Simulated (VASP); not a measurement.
# SiW2 (P4/nmm) in VASP: single point with PBE

Aim: the single point of SiW2 with PBE.

Everything below comes from runs of VASP 6.6.1. Logs are shortened: lines on timing, memory, paths and dates and some standing lists are left out, and cuts for length are marked.

## (1) The cell of the first run

Symmetry: P4/nmm, No. 129, tetragonal system. The conventional cell has a = 3.691 Å, b = 3.691 Å, c = 6.761 Å, α = 90.00°, β = 90.00°, γ = 90.00°. Si (site symmetry 4mm) has 9 W at 2.52 to 2.67 Å within 3.3 Å. Within 3.4 Å of W (site symmetry -4m2) lie 8 W at 2.61 to 2.95 Å and 4 Si at 2.67 Å. W (site symmetry 4mm) has 5 Si at 2.52 to 2.64 Å and 8 W at 2.95 to 3.38 Å within 3.4 Å.

## (2) Single point, PBE

Input file INCAR:

```
ALGO = Fast
EDIFF = 1E-6
ENCUT = 520
GGA = PE
ISIF = 2
ISMEAR = 0
LASPH = True
LCHARG = False
LREAL = False
LWAVE = False
NBANDS = 76
NELM = 80
PREC = Accurate
SIGMA = 0.2
```

Input file KPOINTS:

```
k-points
0
Gamma
  6 4 4
```

Input file POSCAR:

```
SiW2
1.0
   -3.6914237526      0.0000000000      0.0000000000
    0.0000000000      0.0000000000     -6.7605452420
    0.0000000000     -7.3828475052      0.0000000000
Si W
4 8
Direct
    1.0000000000      0.2857911421      0.7500000000
    1.0000000000      0.2857911421      0.2500000000
    0.5000000000      0.7142088579      0.5000000000
    0.5000000000      0.7142088579      1.0000000000
    1.0000000000      0.0000000000      0.5000000000
    0.0000000000      0.0000000000      0.0000000000
    0.5000000000      0.0000000000      0.7500000000
    0.5000000000      0.0000000000      0.2500000000
    1.0000000000      0.6587670404      0.7500000000
    1.0000000000      0.6587670404      0.2500000000
    0.5000000000      0.3412329596      1.0000000000
    0.5000000000      0.3412329596      0.5000000000
```

Potentials or basis: VASP PAW PBE potentials, release 64 (Si, W_sv).

Started as:

```bash
$ cat potpaw_PBE.64/Si/POTCAR potpaw_PBE.64/W_sv/POTCAR > POTCAR
$ mpirun -np 1 vasp_std > vasp.out
```

OUTCAR:

```text
EDIFF = 1E-6
   ENCUT = 520
   GGA = PE
   ISIF = 2
   ISMEAR = 0
   LASPH = True
   LREAL = False
   NELM = 80
   PREC = Accurate

 ion  position               nearest neighbor table
   1  0.000  0.286  0.750-   9 2.52  11 2.64  12 2.64  11 2.64  12 2.64   7 2.67   7 2.67   5 2.67
                             6 2.67
   2  0.000  0.286  0.250-  10 2.52  11 2.64  12 2.64  11 2.64  12 2.64   8 2.67   8 2.67   5 2.67
                             6 2.67
   3  0.500  0.714  0.500-  12 2.52  10 2.64   9 2.64   9 2.64  10 2.64   8 2.67   5 2.67   5 2.67
                             7 2.67
   4  0.500  0.714  0.000-  11 2.52  10 2.64   9 2.64   9 2.64  10 2.64   8 2.67   6 2.67   6 2.67
                             7 2.67
   5  0.000  0.000  0.500-   7 2.61   8 2.61   7 2.61   8 2.61   2 2.67   3 2.67   3 2.67   1 2.67
                             9 2.95  10 2.95  12 2.95  12 2.95
   6  0.000  0.000  0.000-   7 2.61   8 2.61   7 2.61   8 2.61   2 2.67   4 2.67   4 2.67   1 2.67
                             9 2.95  10 2.95  11 2.95  11 2.95
   7  0.500  0.000  0.750-   5 2.61   6 2.61   5 2.61   6 2.61   3 2.67   1 2.67   4 2.67   1 2.67
                             9 2.95  11 2.95  12 2.95   9 2.95
   8  0.500  0.000  0.250-   5 2.61   6 2.61   5 2.61   6 2.61   3 2.67   2 2.67   4 2.67   2 2.67
                            10 2.95  11 2.95  12 2.95  10 2.95
   9  0.000  0.659  0.750-   1 2.52   3 2.64   4 2.64   3 2.64   4 2.64   7 2.95   5 2.95   6 2.95
                             7 2.95  12 3.38  11 3.38  11 3.38  12 3.38
  10  0.000  0.659  0.250-   2 2.52   3 2.64   4 2.64   3 2.64   4 2.64   8 2.95   5 2.95   6 2.95
                             8 2.95  12 3.38  11 3.38  11 3.38  12 3.38
  11  0.500  0.341  0.000-   4 2.52   2 2.64   1 2.64   1 2.64   2 2.64   8 2.95   6 2.95   7 2.95
                             6 2.95  10 3.38   9 3.38   9 3.38  10 3.38
  12  0.500  0.341  0.500-   3 2.52   2 2.64   1 2.64   1 2.64   2 2.64   8 2.95   5 2.95   7 2.95
                             5 2.95  10 3.38   9 3.38   9 3.38  10 3.38

  LATTYP: Found a simple orthorhombic cell.
 ALAT       =     3.6914237526
 B/A-ratio  =     1.8314194455
 C/A-ratio  =     2.0000000000

  Lattice vectors:

 A1 = (  -3.6914237526,   0.0000000000,   0.0000000000)
 A2 = (   0.0000000000,   0.0000000000,  -6.7605452420)
 A3 = (   0.0000000000,  -7.3828475052,   0.0000000000)

Analysis of symmetry for initial positions (statically):
=====================================================================
 Subroutine PRICEL returns following result:

  LATTYP: Found a simple tetragonal cell.
 ALAT       =     3.6914237526
 C/A-ratio  =     1.8314194455

  Lattice vectors:

 A1 = (   3.6914237526,   0.0000000000,   0.0000000000)
 A2 = (   0.0000000000,  -3.6914237526,   0.0000000000)
 A3 = (   0.0000000000,   0.0000000000,  -6.7605452420)

   2 primitive cells build up your supercell.

 Routine SETGRP: Setting up the symmetry group for a
 simple orthorhombic supercell.

 Subroutine GETGRP returns: Found  8 space group operations
 (whereof  4 operations were pure point group operations)
 out of a pool of  8 trial point group operations.

The static configuration has the point symmetry C_2v.
 The point group associated with its full space group is D_2h.

Analysis of symmetry for dynamics (positions and initial velocities):
=====================================================================
 Subroutine PRICEL returns following result:

  LATTYP: Found a simple tetragonal cell.
 ALAT       =     3.6914237526
 C/A-ratio  =     1.8314194455

  Lattice vectors:

 A1 = (   3.6914237526,   0.0000000000,   0.0000000000)
 A2 = (   0.0000000000,  -3.6914237526,   0.0000000000)
 A3 = (   0.0000000000,   0.0000000000,  -6.7605452420)

   2 primitive cells build up your supercell.

 Routine SETGRP: Setting up the symmetry group for a
 simple orthorhombic supercell.

 Subroutine GETGRP returns: Found  8 space group operations
 (whereof  4 operations were pure point group operations)
 out of a pool of  8 trial point group operations.

The dynamic configuration has the point symmetry C_2v.
 The point group associated with its full space group is D_2h.

 Subroutine INISYM returns: Found  8 space group operations
 (whereof  4 operations are pure point group operations),
 and found     2 'primitive' translations

----------------------------------------------------------------------------------------

                                     Primitive cell

  volume of cell :      92.1233

  direct lattice vectors                    reciprocal lattice vectors
     3.691423753  0.000000000  0.000000000     0.270898186  0.000000000  0.000000000
     0.000000000 -3.691423753  0.000000000     0.000000000 -0.270898186  0.000000000
     0.000000000  0.000000000 -6.760545242     0.000000000  0.000000000 -0.147917064

  length of vectors
     3.691423753  3.691423753  6.760545242     0.270898186  0.270898186  0.147917064

  position of ions in fractional coordinates (direct lattice)
     0.000000000  0.500000000  0.285791142
     0.500000000  1.000000000  0.714208858
     0.000000000  1.000000000  0.000000000
     0.500000000  0.500000000  0.000000000
     0.000000000  0.500000000  0.658767040
     0.500000000  0.000000000  0.341232960

  ion indices of the primitive-cell ions
   primitive index   ion index
                 1           1
                 2           3
                 3           5
                 4           7
                 5           9
                 6          11

----------------------------------------------------------------------------------------

 KPOINTS: k-points

Automatic generation of k-mesh.
 Grid dimensions read from file:
 generate k-points for:    6    4    4

 Generating k-lattice:

  Cartesian coordinates                     Fractional coordinates (reciprocal lattice)
    -0.045149698  0.000000000  0.000000000     0.166666667  0.000000000  0.000000000
     0.000000000  0.000000000 -0.036979266     0.000000000  0.250000000  0.000000000
     0.000000000 -0.033862273  0.000000000     0.000000000  0.000000000  0.250000000

  Length of vectors
     0.045149698  0.036979266  0.033862273

  Shift w.r.t. Gamma in fractional coordinates (k-lattice)
     0.000000000  0.000000000  0.000000000

 Subroutine IBZKPT returns following result:
 ===========================================

 Found     36 irreducible k-points:

 Following reciprocal coordinates:
            Coordinates               Weight
  0.000000  0.000000  0.000000      1.000000
  0.166667  0.000000  0.000000      2.000000
  0.333333  0.000000  0.000000      2.000000
  0.500000  0.000000  0.000000      1.000000
  0.000000  0.250000  0.000000      2.000000
  0.166667  0.250000  0.000000      4.000000
[... 16 lines left out ...]
  0.333333  0.500000  0.250000      4.000000
  0.500000  0.500000  0.250000      2.000000
 [... further k-points ...]
   k-points           NKPTS =     36   k-points in BZ     NKDIM =     36   number of bands    NBANDS=     76
   number of dos      NEDOS =    301   number of ions     NIONS =     12
   total plane-waves  NPLWV =  78400
   dimension x,y,z NGX =    28 NGY =   50 NGZ =   56
   dimension x,y,z NGXF=    56 NGYF=  100 NGZF=  112
   ions per type =               4   8
   NGX,Y,Z   is equivalent  to a cutoff of  12.61, 12.30, 12.61 a.u.
   NGXF,Y,Z  is equivalent  to a cutoff of  25.22, 24.59, 25.22 a.u.
 SYSTEM =  unknown system
   PREC   = accura    normal or accurate (medium, high low for compatibility)
   ISTART =      0    job   : 0-new  1-cont  2-samecut
   ICHARG =      2    charge: 1-file 2-atom 10-const
   ISPIN  =      1    spin polarized calculation?
   LNONCOLLINEAR =      F non collinear calculations
   LSORBIT =      F    spin-orbit coupling
   LASPH  =      T    aspherical Exc in radial PAW
   ENCUT  =  520.0 eV  38.22 Ry    6.18 a.u.   6.86 12.57 13.73*2*pi/ulx,y,z
   NELM   =     80;   NELMIN=  2; NELMDL= -5     # of ELM steps
   EDIFF  = 0.1E-05   stopping-criterion for ELM
   LREAL  =      F    real-space projection
   EDIFFG = 0.1E-04   stopping-criterion for IOM
   NSW    =      0    number of steps for IOM
   IBRION =     -1    ionic relax: 0-MD 1-quasi-New 2-CG
   NFREE  =      0    steps in history (QN), initial steepest desc. (CG)
   ISIF   =      2    stress and relaxation
   ISYM   =      2    0-nonsym 1-usesym 2-fastsym
   POTIM  = 0.5000    time-step for ionic-motion
   TEBEG  =    0.0;   TEEND  =   0.0 temperature during run
   PSTRESS=    0.0 pullay stress
   NELECT =     128.0000    total number of electrons
   NUPDOWN=      -1.0000    fix difference up-down
   EMIN   =  10.00;   EMAX   =-10.00  energy-range for DOS
   EFERMI =   0.00;   METHOD = LEGACY
   ISMEAR =     0;   SIGMA  =   0.20  broadening in eV -4-tet -1-fermi 0-gaus
   EFERMI_NEDOS =   21; number of points for ismear=-14 and -15
   IALGO  =     68    algorithm
   IMIX   =      4    mixing-type and parameters
     AMIX     =   0.40;   BMIX     =  1.00
     AMIX_MAG =   1.60;   BMIX_MAG =  1.00
  volume/ion in A,a.u.               =      15.35       103.61
  Fermi-wavevector in a.u.,A,eV,Ry     =   1.449923  2.739957 28.603216  2.102277
  Thomas-Fermi vector in A             =   2.567594
   LORBIT       =      0    0 simple, 1 ext, 2 COOP (PROOUT), +10 PAW based schemes
   GGA     = PE    functional components
   LHFCALC =     F    Hartree Fock is set to
   AEXX    =    0.0000 exact exchange contribution
   IVDW    =     0    specifies the selected vdW correction
   LEPSILON=     F    determine dielectric tensor
   LRPA    =     F    only Hartree local field effects (RPA)
 non-spin polarized calculation
 RMM-DIIS sequential band-by-band and
 Gauss-broadening in eV      SIGMA  =   0.20
  energy-cutoff  :      520.00
  volume of cell :      184.25
 maximum number of plane-waves:      4992
 NGX is ok and might be reduce to    28
   NGX = 13   NGY = 25   NGZ = 27

 number of electron     127.9999994 magnetization

 Free energy of the ion-electron system (eV)
  ---------------------------------------------------
  ext. energy  EPLUGINS =         0.00000000
  ---------------------------------------------------
  free energy    TOTEN  =      -124.16203878 eV

  energy without entropy =     -123.99784902  energy(sigma->0) =     -124.07994390

 E-fermi :  10.9622     XC(G=0): -12.8290

 val. band max:       10.9614736896   @ k =   0.0000   0.2500   0.5000
 cond. band min:      10.9653873019   @ k =   0.5000   0.0000   0.2500
 fundamental gap:      0.0039136124
 Fermi energy:        10.9621766293

 k-point     1 :       0.0000    0.0000    0.0000
  band No.  band energies     occupation
      1     -63.2433      2.00000
      2     -63.2340      2.00000
      3     -63.2340      2.00000
      4     -63.2309      2.00000
      5     -63.1499      2.00000
      6     -63.0474      2.00000
[... 68 lines left out ...]
     75      13.2771      0.00000
     76      13.3328      0.00000

 k-point     2 :       0.1667    0.0000    0.0000
  band No.  band energies     occupation
      1     -63.2413      2.00000
      2     -63.2336      2.00000
      3     -63.2336      2.00000
      4     -63.2311      2.00000
      5     -63.1369      2.00000
      6     -63.0473      2.00000
[... 68 lines left out ...]
     75      13.1817      0.00000
     76      13.5908      0.00000

 k-point     3 :       0.3333    0.0000    0.0000
  band No.  band energies     occupation
      1     -63.2373      2.00000
      2     -63.2329      2.00000
      3     -63.2329      2.00000
      4     -63.2320      2.00000
      5     -63.0997      2.00000
      6     -63.0471      2.00000
[... 1648 lines left out ...]
     75      13.2383      0.00000
     76      13.7050      0.00000

 k-point    24 :       0.5000    0.5000    0.2500
  band No.  band energies     occupation
      1     -63.2338      2.00000
      2     -63.2338      2.00000
      3     -63.2327      2.00000
      4     -63.2327      2.00000
      5     -63.0474      2.00000
      6     -63.0474      2.00000
[... 68 lines left out ...]
     75      13.6791      0.00000
     76      13.7869      0.00000

 [... further k-points ...]

------------------------ aborting loop because EDIFF is reached ----------------------------------------

  FORCE on cell =-STRESS in cart. coord.  units (eV):
  Direction    XX          YY          ZZ          XY          YZ          ZX
  --------------------------------------------------------------------------------------
  -------------------------------------------------------------------------------------
  Total        0.9728003      0.6925184     -0.2487377      0.0000000      0.0000000      0.0000000
  in kB        8.4593064      6.0220227     -2.1629810      0.0000000      0.0000000      0.0000000
  external PRESSURE =       4.1061160 kB  Pullay stress =       0.0000000 kB

 VOLUME and BASIS-vectors are now :
 -----------------------------------------------------------------------------
  energy-cutoff  :      520.00
  volume of cell :      184.25
      direct lattice vectors                 reciprocal lattice vectors
    -3.691423753  0.000000000  0.000000000    -0.270898186  0.000000000  0.000000000
     0.000000000  0.000000000 -6.760545242     0.000000000  0.000000000 -0.147917064
     0.000000000 -7.382847505  0.000000000     0.000000000 -0.135449093  0.000000000

 POSITION                                       TOTAL-FORCE (eV/Angst)
 -----------------------------------------------------------------------------------
      0.00000     -5.53714     -1.93210        -0.000000      0.000000     -0.014147
      0.00000     -1.84571     -1.93210        -0.000000      0.000000     -0.014147
     -1.84571     -3.69142     -4.82844         0.000000     -0.000000      0.014147
     -1.84571      0.00000     -4.82844        -0.000000     -0.000000      0.014147
      0.00000     -3.69142      0.00000        -0.000000      0.000000     -0.005419
      0.00000      0.00000      0.00000         0.000000      0.000000     -0.005419
     -1.84571     -5.53714      0.00000        -0.000000      0.000000      0.005419
     -1.84571     -1.84571      0.00000         0.000000      0.000000      0.005419
      0.00000     -5.53714     -4.45362         0.000000     -0.000000      0.005440
      0.00000     -1.84571     -4.45362         0.000000     -0.000000      0.005440
     -1.84571      0.00000     -2.30692        -0.000000      0.000000     -0.005440
     -1.84571     -3.69142     -2.30692        -0.000000      0.000000     -0.005440
 -----------------------------------------------------------------------------------
    total drift:                               -0.000000     -0.000000     -0.000000

  FREE ENERGIE OF THE ION-ELECTRON SYSTEM (eV)
  ---------------------------------------------------
  free  energy   TOTEN  =      -124.1620387788 eV

  energy  without entropy=     -123.9978490199  energy(sigma->0) =     -124.07994390
```

It took 16 min on 1 thread of Oxide Virtual Turin-like, shared host; peak memory 0.46 GiB.

What came out:

```yaml
Free_energy: -124.1620 eV
Pressure: 0.4 GPa
Largest_force: 0.014 eV/Å
Band_gap_on_the_k_mesh: zero (bands 64 and 65 overlap by 0.82 eV)
```

Forces in eV/Å, atoms in the order of the input:
```
Si   0.000  0.000 -0.014
Si   0.000  0.000 -0.014
Si   0.000  0.000  0.014
Si   0.000  0.000  0.014
W    0.000  0.000 -0.005
W    0.000  0.000 -0.005
W    0.000  0.000  0.005
W    0.000  0.000  0.005
W    0.000  0.000  0.005
W    0.000  0.000  0.005
W    0.000  0.000 -0.005
W    0.000  0.000 -0.005
```

Levels at points of the mesh, in eV from the Fermi level:
```
           k point  band 62  band 63  band 64  band 65  band 66  band 67
(0.00, 0.00, 0.00)    -0.67    -0.22    -0.22    -0.16    -0.11     0.33
(0.50, 0.00, 0.00)    -0.22     0.20     0.20     0.33     0.33     0.46
(0.00, 0.50, 0.00)    -1.02    -0.57    -0.57    -0.17     0.12     0.19
(0.50, 0.50, 0.00)    -0.57     0.19     0.19     0.37     0.37     0.73
(0.00, 0.00, 0.50)    -1.12    -0.87    -0.87    -0.15    -0.15     1.32
(0.50, 0.00, 0.50)    -0.30    -0.30    -0.30     0.68     0.68     0.68
(0.00, 0.50, 0.50)    -0.70    -0.51    -0.51    -0.35    -0.35     1.22
(0.50, 0.50, 0.50)    -0.43    -0.43    -0.43     0.66     0.66     0.66
```

Caveat: spin-orbit coupling is left out, which moves the levels of the heavy elements.
